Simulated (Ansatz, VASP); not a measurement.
RhWBr: VASP beside Ansatz

```
Rh Br W
1.0
     4.14132    0.00000    0.00000
     0.00000    4.14132    0.00000
     0.00000    0.00000    6.83576
Rh Br W
2 2 2
Cartesian
  1.0353 1.0353 1.3063
  3.1060 3.1060 5.5294
  1.0353 1.0353 4.4412
  3.1060 3.1060 2.3946
  3.1060 1.0353 0.0000
  1.0353 3.1060 0.0000
```

Alike in both runs: task single point; functional r2SCAN; k mesh 8 × 8 × 5; no spin polarisation.

|  | VASP | Ansatz |
| --- | --- | --- |
| version | VASP 6.6.1 | Ansatz 0.2.0 |
| potentials or method | VASP PAW PBE potentials, release 64 (Rh_pv, Br, W_sv), cutoff 520 eV | PAW plane waves |
| occupations | fermi-dirac, width 0.1 eV | fermi-dirac |
| valence electrons in the cell | 72 | 76 |

Ansatz gave:

* pressure (GPa): 11.3
* traceless stress, the component that is largest in VASP (GPa): 2.15
* rms of the force components (eV/Å): 1.087

Which values does VASP return?

Pressure (GPa): 12.3; traceless stress, the component that is largest in VASP (GPa): 1.94; rms of the force components (eV/Å): 1.133.

VASP's potentials were made for PBE, not for r2SCAN. Atom by atom the forces differ by 0.048 eV/Å (rms over components). VASP's potentials hold 72 valence electrons a cell and Ansatz's 76, so a difference there can come from the potentials and not from the codes.

Neither program's run includes spin-orbit coupling.
